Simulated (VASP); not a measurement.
Runs of VASP 6.6.1 on Ce2O (antifluorite type). The structure is that of space group Fm-3m (No. 225), or close to it. The cells are those of the table. 

| cell | gap on the mesh (eV) | pressure (GPa) |
| --- | --- | --- |
| a = 4.325 Å, angles 60.0°, 3 atoms | none | (a) |
| a = 4.268 Å, angles 60.0°, 3 atoms | none | 1.7 |
| a = 4.353 Å, angles 60.0°, 3 atoms | none | (b) |
| a = 4.381 Å, angles 60.0°, 3 atoms | none | -4.9 |
| a = 4.297 Å, angles 60.0°, 3 atoms | none | -0.2 |

Alike in all rows: task single point; level PBE; potentials or basis VASP PAW PBE potentials, release 64 (Ce, O); no spin polarisation; k mesh 16 × 16 × 16; cutoff (eV) 520; smearing fermi-dirac 0.0612256 eV.

Problem. Estimate the missing entries.

Solution. (a) -2.0; (b) -3.5.

Caveats: spin-orbit coupling is left out, which moves the levels of the heavy elements; the run has no spin polarisation, though such a crystal can be magnetic; without U or exact exchange the open f shell lies at the Fermi level, which spoils levels, moments and volumes.

A k mesh can miss the band edges, and the runs leave out spin-orbit coupling on Ce.

A gap of «none» marks levels without a gap at the run's occupations.
